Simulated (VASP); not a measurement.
Here is a VASP 6.6.1 calculation.

Contents of INCAR:

```
SYSTEM = SnO
  ALGO = Normal
  EDIFF = 1E-7
  ENCUT = 520
  GGA = PE
  ISIF = 2
  ISMEAR = 0
  LASPH = .TRUE.
  LCHARG = .TRUE.
  LELF = .TRUE.
  LREAL = .FALSE.
  LVHAR = .TRUE.
  LWAVE = .FALSE.
  NBANDS = 28
  NELM = 100
  PREC = Accurate
  SIGMA = 0.05
```

KPOINTS

```
k-points
0
G
  10 10 8
  0 0 0
```

Contents of POSCAR:

```
SnO
1.0
    3.8681707514      0.0000000000      0.0000000000
    0.0000000000      3.8681707514      0.0000000000
    0.0000000000      0.0000000000      5.1432860516
Sn O
2 2
Direct
    0.0000000000      0.5000000000      0.2287361932
    0.5000000000      0.0000000000      0.7712638068
    0.0000000000      0.0000000000      0.0000000000
    0.5000000000      0.5000000000      0.0000000000
```

Potentials or basis: VASP PAW PBE potentials, release 64 (Sn_d, O).

Command:

```console
$ cat potpaw_PBE.64/Sn_d/POTCAR potpaw_PBE.64/O/POTCAR > POTCAR
$ mpirun -np 1 vasp_std > vasp.out
```

Estimate the band gap on the k mesh.

0.51 eV (least direct gap 1.89 eV).

Predict the largest force.

0.192 eV/Å.

Stress tensor (GPa, compression positive):
```
-0.60  0.00  0.00
 0.00 -0.60  0.00
 0.00  0.00 -1.21
```

Caveat: the cell differs from its parent crystal (strain +0.000 along x and y, +0.015 along z); semilocal functionals underestimate gaps, and a narrow one can read as zero; spin-orbit coupling is left out, which moves the levels of the heavy elements. A k mesh can miss the band edges.
